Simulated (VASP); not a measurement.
# Rh (Fm-3m) in VASP: further runs, part 2 of 2

VASP 6.6.1.

## Step 3: Density of states, PBE

The input, POSCAR:

```
Rh
1.0
    0.0000000000      1.8978500000      1.8978500000
    1.8978500000      0.0000000000      1.8978500000
    1.8978500000      1.8978500000      0.0000000000
Rh
1
Direct
    0.0000000000      0.0000000000      0.0000000000
```

The input, INCAR.step1:

```
PREC     = Accurate       # precision mode
ENCUT    = 520            # plane-wave cutoff, eV
EDIFF    = 1E-7           # SCF threshold, eV
ISMEAR   = -1             # smearing method
SIGMA    = 0.05           # smearing width, eV
LREAL    = F              # projectors in reciprocal space
LASPH    = T              # aspherical terms in the spheres
NELM     = 60             # most SCF steps
ALGO     = Normal         # electronic algorithm
ISIF     = 2              # what is computed and relaxed
LWAVE    = F              # write WAVECAR
LCHARG   = T              # write CHGCAR
LMAXMIX  = 4              # l up to which the mixer works
GGA      = PE             # functional
NBANDS   = 14             # bands
```

The input, KPOINTS.step1:

```
regular mesh
0
Gamma
  7 7 7
```

The input, INCAR.step2:

```
PREC     = Accurate       # precision mode
ENCUT    = 520            # plane-wave cutoff, eV
EDIFF    = 1E-7           # SCF threshold, eV
ISMEAR   = -5             # smearing method
SIGMA    = 0.05           # smearing width, eV
LREAL    = F              # projectors in reciprocal space
LASPH    = T              # aspherical terms in the spheres
NELM     = 60             # most SCF steps
ALGO     = Normal         # electronic algorithm
ISIF     = 2              # what is computed and relaxed
LWAVE    = F              # write WAVECAR
LCHARG   = F              # write CHGCAR
LMAXMIX  = 4              # l up to which the mixer works
GGA      = PE             # functional
LORBIT   = 10             # projections on sites
NBANDS   = 14             # bands
NEDOS    = 2001           # points of the DOS
ICHARG   = 11             # starting density
```

The input, KPOINTS.step2:

```
regular mesh
0
Gamma
  11 11 11
```

Potentials or basis: VASP PAW PBE potentials, release 64 (Rh_pv).

Run with:

```sh
cat potpaw_PBE.64/Rh_pv/POTCAR > POTCAR
cp INCAR.step1 INCAR
cp KPOINTS.step1 KPOINTS
mpirun -np 1 vasp_std > vasp.out
cp INCAR.step2 INCAR
cp KPOINTS.step2 KPOINTS
mpirun -np 1 vasp_std > vasp.out
```

OUTCAR:

```text
PREC = Accurate
   ENCUT = 520
   EDIFF = 1E-7
   ISMEAR = -5
   LREAL = F
   LASPH = T
   NELM = 60
   ISIF = 2
   GGA = PE
   LORBIT = 10
   ICHARG = 11

 ion  position               nearest neighbor table
   1  0.000  0.000  0.000-

  LATTYP: Found a face centered cubic cell.
 ALAT       =     3.7957000000

  Lattice vectors:

 A1 = (   0.0000000000,   1.8978500000,   1.8978500000)
 A2 = (   1.8978500000,   0.0000000000,   1.8978500000)
 A3 = (   1.8978500000,   1.8978500000,   0.0000000000)

Analysis of symmetry for initial positions (statically):
[... 33 lines left out ...]
                                     Primitive cell

  volume of cell :      13.6715

  direct lattice vectors                    reciprocal lattice vectors
     0.000000000  1.897850000  1.897850000    -0.263456016  0.263456016  0.263456016
     1.897850000  0.000000000  1.897850000     0.263456016 -0.263456016  0.263456016
     1.897850000  1.897850000  0.000000000     0.263456016  0.263456016 -0.263456016

  length of vectors
     2.683965209  2.683965209  2.683965209     0.456319205  0.456319205  0.456319205

  position of ions in fractional coordinates (direct lattice)
     0.000000000  0.000000000  0.000000000

  ion indices of the primitive-cell ions
   primitive index   ion index
                 1           1

----------------------------------------------------------------------------------------

 KPOINTS: regular mesh

Automatic generation of k-mesh.
 Grid dimensions read from file:
 generate k-points for:   11   11   11

 Generating k-lattice:

  Cartesian coordinates                     Fractional coordinates (reciprocal lattice)
    -0.023950547  0.023950547  0.023950547     0.090909091  0.000000000  0.000000000
     0.023950547 -0.023950547  0.023950547     0.000000000  0.090909091  0.000000000
     0.023950547  0.023950547 -0.023950547     0.000000000  0.000000000  0.090909091

  Length of vectors
     0.041483564  0.041483564  0.041483564

  Shift w.r.t. Gamma in fractional coordinates (k-lattice)
     0.000000000  0.000000000  0.000000000

 TETIRR: Found    201 inequivalent tetrahedra from     7986

 Subroutine IBZKPT returns following result:
 ===========================================

 Found     56 irreducible k-points:

 Following reciprocal coordinates:
            Coordinates               Weight
  0.000000  0.000000  0.000000      1.000000
  0.090909  0.000000  0.000000      8.000000
  0.181818  0.000000  0.000000      8.000000
  0.272727  0.000000  0.000000      8.000000
  0.363636  0.000000  0.000000      8.000000
  0.454545  0.000000  0.000000      8.000000
[... 16 lines left out ...]
 -0.272727  0.181818  0.000000     24.000000
 -0.181818  0.181818  0.000000     12.000000
 [... further k-points ...]
   k-points           NKPTS =     56   k-points in BZ     NKDIM =     56   number of bands    NBANDS=     14
   number of dos      NEDOS =   2001   number of ions     NIONS =      1
   total plane-waves  NPLWV =   8000
   dimension x,y,z NGX =    20 NGY =   20 NGZ =   20
   dimension x,y,z NGXF=    40 NGYF=   40 NGZF=   40
   ions per type =               1
   NGX,Y,Z   is equivalent  to a cutoff of  12.39, 12.39, 12.39 a.u.
   NGXF,Y,Z  is equivalent  to a cutoff of  24.78, 24.78, 24.78 a.u.
 SYSTEM =  unknown system
   PREC   = accura    normal or accurate (medium, high low for compatibility)
   ISTART =      0    job   : 0-new  1-cont  2-samecut
   ICHARG =     11    charge: 1-file 2-atom 10-const
   ISPIN  =      1    spin polarized calculation?
   LNONCOLLINEAR =      F non collinear calculations
   LSORBIT =      F    spin-orbit coupling
   LASPH  =      T    aspherical Exc in radial PAW
   ENCUT  =  520.0 eV  38.22 Ry    6.18 a.u.   4.99  4.99  4.99*2*pi/ulx,y,z
   NELM   =     60;   NELMIN=  2; NELMDL=  0     # of ELM steps
   EDIFF  = 0.1E-06   stopping-criterion for ELM
   LREAL  =      F    real-space projection
   EDIFFG = 0.1E-05   stopping-criterion for IOM
   NSW    =      0    number of steps for IOM
   IBRION =     -1    ionic relax: 0-MD 1-quasi-New 2-CG
   NFREE  =      0    steps in history (QN), initial steepest desc. (CG)
   ISIF   =      2    stress and relaxation
   ISYM   =      2    0-nonsym 1-usesym 2-fastsym
   POTIM  = 0.5000    time-step for ionic-motion
   TEBEG  =    0.0;   TEEND  =   0.0 temperature during run
   PSTRESS=    0.0 pullay stress
   NELECT =      15.0000    total number of electrons
   NUPDOWN=      -1.0000    fix difference up-down
   EMIN   =  10.00;   EMAX   =-10.00  energy-range for DOS
   EFERMI =   0.00;   METHOD = LEGACY
   ISMEAR =    -5;   SIGMA  =   0.05  broadening in eV -4-tet -1-fermi 0-gaus
   EFERMI_NEDOS =   21; number of points for ismear=-14 and -15
   IALGO  =     38    algorithm
   IMIX   =      4    mixing-type and parameters
     AMIX     =   0.40;   BMIX     =  1.00
     AMIX_MAG =   1.60;   BMIX_MAG =  1.00
  volume/ion in A,a.u.               =      13.67        92.26
  Fermi-wavevector in a.u.,A,eV,Ry     =   1.688496  3.190795 38.790465  2.851019
  Thomas-Fermi vector in A             =   2.770792
   LORBIT       =     10    0 simple, 1 ext, 2 COOP (PROOUT), +10 PAW based schemes
   GGA     = PE    functional components
   LHFCALC =     F    Hartree Fock is set to
   AEXX    =    0.0000 exact exchange contribution
   IVDW    =     0    specifies the selected vdW correction
   LEPSILON=     F    determine dielectric tensor
   LRPA    =     F    only Hartree local field effects (RPA)
 non-spin polarized calculation
 Fermi weights with tetrahedron method with Bloechl corrections
  energy-cutoff  :      520.00
  volume of cell :       13.67
 maximum number of plane-waves:       376

 number of electron      15.0000007 magnetization

 Free energy of the ion-electron system (eV)
  ---------------------------------------------------
  ext. energy  EPLUGINS =         0.00000000
  ---------------------------------------------------
  free energy    TOTEN  =        -7.23523589 eV

  energy without entropy =       -7.23523589  energy(sigma->0) =       -7.23523589

 E-fermi :  11.9892     XC(G=0): -14.0709

 val. band max:       12.4124121928   @ k =   0.4545   0.0000   0.0000
 cond. band min:      11.8331754799   @ k =   0.2727   0.2727   0.0000
 fundamental gap:     -0.5792367129
 Fermi energy:        11.9891545438

 k-point     1 :       0.0000    0.0000    0.0000
  band No.  band energies     occupation
      1     -34.4074      2.00000
      2     -34.4074      2.00000
      3     -34.4074      2.00000
      4       4.0068      2.00000
      5       8.8849      2.00000
      6       8.8849      2.00000
      7       8.8849      2.00000
      8      10.9943      2.00000
      9      10.9943      2.00000
     10      27.9939      0.00000
     11      32.4750      0.00000
     12      33.4988      0.00000
     13      33.4988      0.00000
     14      33.4988      0.00000

 k-point     2 :       0.0909    0.0000    0.0000
  band No.  band energies     occupation
      1     -34.4686      2.00000
      2     -34.4156      2.00000
      3     -34.4156      2.00000
      4       4.3365      2.00000
      5       8.7454      2.00000
      6       9.0098      2.00000
      7       9.0098      2.00000
      8      10.9284      2.00000
      9      10.9284      2.00000
     10      28.4622      0.00000
     11      31.9013      0.00000
     12      32.4770      0.00000
     13      33.9839      0.00000
     14      33.9839      0.00000
[... 343 lines left out ...]
      1     -34.9437      2.00000
      2     -34.6489      2.00000
      3     -34.4929      2.00000
      4       7.0258      2.00000
      5       8.3881      2.00000
      6       8.8071      2.00000
      7       9.7660      2.00000
      8      10.8976      2.00000
      9      14.1387      0.00000
     10      25.0886      0.00000
     11      28.0874      0.00000
     12      31.4520      0.00000
     13      32.4787      0.00000
     14      36.1334      0.00000

 k-point    24 :      -0.1818    0.1818    0.0000
  band No.  band energies     occupation
      1     -34.8202      2.00000
      2     -34.5827      2.00000
      3     -34.4597      2.00000
      4       6.6991      2.00000
      5       7.9779      2.00000
      6       9.0926      2.00000
      7      10.0347      2.00000
      8      10.0926      2.00000
      9      12.6831     -0.05392
     10      27.5248      0.00000
     11      29.0972      0.00000
     12      32.4716      0.00000
     13      33.2489      0.00000
     14      34.1008      0.00000

 [... further k-points ...]
[... 5 lines left out ...]
  --------------------------------------------------------------------------------------
  -------------------------------------------------------------------------------------
  Total        1.0199836      1.0199836      1.0199836      0.0000000      0.0000000      0.0000000
  in kB      119.5330829    119.5330829    119.5330829      0.0000000      0.0000000      0.0000000
  external PRESSURE =     119.5330829 kB  Pullay stress =       0.0000000 kB

 VOLUME and BASIS-vectors are now :
 -----------------------------------------------------------------------------
  energy-cutoff  :      520.00
  volume of cell :       13.67
      direct lattice vectors                 reciprocal lattice vectors
     0.000000000  1.897850000  1.897850000    -0.263456016  0.263456016  0.263456016
     1.897850000  0.000000000  1.897850000     0.263456016 -0.263456016  0.263456016
     1.897850000  1.897850000  0.000000000     0.263456016  0.263456016 -0.263456016

 POSITION                                       TOTAL-FORCE (eV/Angst)
 -----------------------------------------------------------------------------------
      0.00000      0.00000      0.00000        -0.000000      0.000000     -0.000000
 -----------------------------------------------------------------------------------
    total drift:                                0.000000     -0.000000      0.000000

  FREE ENERGIE OF THE ION-ELECTRON SYSTEM (eV)
  ---------------------------------------------------
  free  energy   TOTEN  =        -7.2352358891 eV

  energy  without entropy=       -7.2352358891  energy(sigma->0) =       -7.23523589

 total charge

# of ion       s       p       d       tot
------------------------------------------
    1        0.412   6.304   7.083  13.799
```

Wall time 5.2 s (1 thread of AMD EPYC 9R45 (Zen 5), shared host); peak memory 0.09 GiB.

What came out:

```
Valence electrons inside the program's atomic spheres : Rh 13.80
```

Caveat: the k points lie up to 0.41 Å⁻¹ apart; tetrahedron occupations give inexact forces and stress in metals.

## Step 4: Density of states, RPBE

POSCAR is that of step 3.

The input, INCAR.step1:

```
SYSTEM = Rh
ALGO     = Normal         ! electronic algorithm
EDIFF    = 1E-7           ! SCF threshold, eV
ENCUT    = 520            ! plane-wave cutoff, eV
GGA      = RP             ! functional
ISIF     = 2              ! what is computed and relaxed
ISMEAR   = -1             ! smearing method
LASPH    = .TRUE.         ! aspherical terms in the spheres
LCHARG   = .TRUE.         ! write CHGCAR
LMAXMIX  = 4              ! l up to which the mixer works
LREAL    = .FALSE.        ! projectors in reciprocal space
LWAVE    = .FALSE.        ! write WAVECAR
NBANDS   = 14             ! bands
NELM     = 100            ! most SCF steps
PREC     = Accurate       ! precision mode
SIGMA    = 0.05           ! smearing width, eV
```

The input, KPOINTS.step1:

```
k-points
0
G
  7 7 7
  0 0 0
```

The input, INCAR.step2:

```
SYSTEM = Rh
ALGO     = Normal         ! electronic algorithm
EDIFF    = 1E-7           ! SCF threshold, eV
ENCUT    = 520            ! plane-wave cutoff, eV
GGA      = RP             ! functional
ICHARG   = 11             ! starting density
ISIF     = 2              ! what is computed and relaxed
ISMEAR   = -5             ! smearing method
LASPH    = .TRUE.         ! aspherical terms in the spheres
LCHARG   = .FALSE.        ! write CHGCAR
LMAXMIX  = 4              ! l up to which the mixer works
LORBIT   = 11             ! projections on sites
LREAL    = .FALSE.        ! projectors in reciprocal space
LWAVE    = .FALSE.        ! write WAVECAR
NEDOS    = 1001           ! points of the DOS
NELM     = 100            ! most SCF steps
PREC     = Accurate       ! precision mode
SIGMA    = 0.05           ! smearing width, eV
```

The input, KPOINTS.step2:

```
k-points
0
G
  11 11 11
  0 0 0
```

Run with:

```sh
cat potpaw_PBE.64/Rh_pv/POTCAR > POTCAR
cp INCAR.step1 INCAR
cp KPOINTS.step1 KPOINTS
mpirun -np 1 vasp_std > vasp.out
cp INCAR.step2 INCAR
cp KPOINTS.step2 KPOINTS
mpirun -np 1 vasp_std > vasp.out
```

Wall time 5.2 s (1 thread of AMD EPYC 9R45 (Zen 5), shared host); peak memory 0.09 GiB.

It converged, with:

```
Valence electrons inside the program's atomic spheres : Rh 13.81
```

Levels at points of the mesh, in eV from the Fermi level:
| k point | band 5 | band 6 | band 7 | band 8 | band 9 | band 10 | band 11 |
| --- | --- | --- | --- | --- | --- | --- | --- |
| (0.00, 0.00, 0.00) | -3.10 | -3.10 | -3.10 | -1.00 | -1.00 | 16.01 | 20.56 |

Caveat: the k points lie up to 0.41 Å⁻¹ apart; the PAW data sets were made with another functional, which shifts forces and pressure a little; tetrahedron occupations give inexact forces and stress in metals.

## Step 5: Elastic constants, PBEsol

The input, INCAR:

```
PREC = Accurate
ENCUT = 600
EDIFF = 1E-8
ISMEAR = -1
SIGMA = 0.05
LREAL = False
LASPH = True
NELM = 80
ALGO = Fast
ISIF = 3
LWAVE = False
LCHARG = False
GGA = PS
IBRION = 6
NFREE = 2
POTIM = 0.015
NSW = 1
```

The input, KPOINTS:

```
regular mesh
0
Gamma
  10 10 10
```

POSCAR is that of step 4.

Potentials or basis: VASP PAW PBE potentials, release 64 (Rh_pv).

Run with:

```sh
cat potpaw_PBE.64/Rh_pv/POTCAR > POTCAR
mpirun -np 1 vasp_std > vasp.out
```

OUTCAR:

```text
PREC = Accurate
   ENCUT = 600
   EDIFF = 1E-8
   ISMEAR = -1
   LREAL = False
   LASPH = True
   NELM = 80
   ISIF = 3
   GGA = PS
   IBRION = 6
   NFREE = 2
   POTIM = 0.015
   NSW = 1

 ion  position               nearest neighbor table
   1  0.000  0.000  0.000-

  LATTYP: Found a face centered cubic cell.
[... 770 lines left out ...]
      0.000000  0.000000  0.000000     0.789352   -0.613941    0.000000

   2 f  =    0.000000 THz     0.000000 2PiTHz    0.000000 cm-1     0.000000 meV
             X         Y         Z           dx          dy          dz
      0.000000  0.000000  0.000000    -0.613941   -0.789352    0.000000

   3 f  =    0.000000 THz     0.000000 2PiTHz    0.000000 cm-1     0.000000 meV
             X         Y         Z           dx          dy          dz
      0.000000  0.000000  0.000000     0.000000    0.000000    1.000000

--------------------------------------------------------------------------------------------------------

 ELASTIC MODULI CONTR FROM IONIC RELAXATION (kBar)
 Direction    XX          YY          ZZ          XY          YZ          ZX
 --------------------------------------------------------------------------------
 XX           0.0000      0.0000      0.0000      0.0000      0.0000      0.0000
 YY           0.0000      0.0000      0.0000      0.0000      0.0000      0.0000
 ZZ           0.0000      0.0000      0.0000      0.0000      0.0000      0.0000
 XY           0.0000      0.0000      0.0000      0.0000      0.0000      0.0000
 YZ           0.0000      0.0000      0.0000      0.0000      0.0000      0.0000
 ZX           0.0000      0.0000      0.0000      0.0000      0.0000      0.0000
 --------------------------------------------------------------------------------

 TOTAL ELASTIC MODULI (kBar)
 Direction    XX          YY          ZZ          XY          YZ          ZX
 --------------------------------------------------------------------------------
 XX        4426.8387   2018.9878   2018.9878      0.0000     -0.0000     -0.0000
 YY        2018.9878   4426.8387   2018.9878      0.0000      0.0000     -0.0000
 ZZ        2018.9878   2018.9878   4426.8387     -0.0000     -0.0000      0.0000
 XY           0.0000      0.0000     -0.0000   1982.2503     -0.0000      0.0000
 YZ          -0.0000      0.0000     -0.0000     -0.0000   1982.2503      0.0000
 ZX          -0.0000     -0.0000      0.0000      0.0000      0.0000   1982.2503
 --------------------------------------------------------------------------------
```

OSZICAR:

```text
N       E                     dE             d eps       ncg     rms          rms(c)
DAV:   1     0.125504429077E+03    0.12550E+03   -0.10092E+04  1034   0.162E+03
DAV:   2    -0.713319763734E+01   -0.13264E+03   -0.12734E+03  1058   0.411E+02
DAV:   3    -0.877541638631E+01   -0.16422E+01   -0.16243E+01  1190   0.514E+01
[... 218 lines left out ...]
RMM:   7    -0.815096082651E+01   -0.11073E-05   -0.11728E-05  1114   0.338E-02    0.812E-04
RMM:   8    -0.815096094088E+01   -0.11437E-06   -0.11683E-06  1185   0.126E-02    0.791E-04
RMM:   9    -0.815096094997E+01   -0.90849E-08   -0.20136E-07   972   0.520E-03    0.139E-03
RMM:  10    -0.815096098157E+01   -0.31605E-07   -0.61786E-08   883   0.331E-03    0.306E-04
RMM:  11    -0.815096098250E+01   -0.92996E-09   -0.13604E-08   678   0.133E-03
  15 F= -.81509610E+01 E0= -.81447914E+01  d E =-.123392E-01
```

stdout:

```text
POSCAR found type information on POSCAR Rh
 POSCAR found :  1 types and       1 ions
 scaLAPACK will be used
 -----------------------------------------------------------------------------
|                                                                             |
|                                                                             |
|     You enforced a specific xc type in the INCAR file but a different       |
|     I HOPE YOU KNOW WHAT YOU ARE DOING!                                     |
|                                                                             |
 -----------------------------------------------------------------------------

 LDA part: xc-table for (Slater+PW92), standard interpolation
 POSCAR, INCAR and KPOINTS ok, starting setup
 FFT: planning ... GRIDC
 FFT: planning ... GRID_SOFT
 FFT: planning ... GRID
 WAVECAR not read
 entering main loop
 Found     1 degrees of freedom:
 Adding 6 more for cell shape distortion
 Finite differences POTIM= 0.01500 DOF=   7
 bond charge predicted
 Finite differences progress:
 bond charge predicted
 Finite differences progress:
 bond charge predicted
 Finite differences progress:
 bond charge predicted
 Finite differences progress:
 bond charge predicted
 Finite differences progress:
 bond charge predicted
 Finite differences progress:
 bond charge predicted
 Finite differences progress:
 bond charge predicted
 Finite differences progress:
 bond charge predicted
 Finite differences progress:
 bond charge predicted
 Finite differences progress:
 bond charge predicted
 Finite differences progress:
 bond charge predicted
 Finite differences progress:
 bond charge predicted
 Finite differences progress:
 bond charge predicted
 Finite differences progress:
```

Wall time 4.2 min (1 thread of Intel Xeon Platinum 8375C at 2.90GHz (Ice Lake), shared host); peak memory 0.23 GiB.

Results:

| Item | Value |
| --- | --- |
| Elastic constants C11, C12, C44 | 443, 202, 198 GPa |
| Voigt bulk modulus | 282 GPa |

Elastic tensor in Voigt notation (GPa, in the Cartesian axes of the cell as first typed):
```
443 202 202   0   0   0
202 443 202   0   0   0
202 202 443   0   0   0
  0   0   0 198   0   0
  0   0   0   0 198   0
  0   0   0   0   0 198
```

Clamped-ion elastic tensor (GPa):
```
443 202 202   0   0   0
202 443 202   0   0   0
202 202 443   0   0   0
  0   0   0 198   0   0
  0   0   0   0 198   0
  0   0   0   0   0 198
```

Caveat: the cell is under stress, which shifts elastic constants; the PAW data sets were made with another functional, which shifts forces and pressure a little.
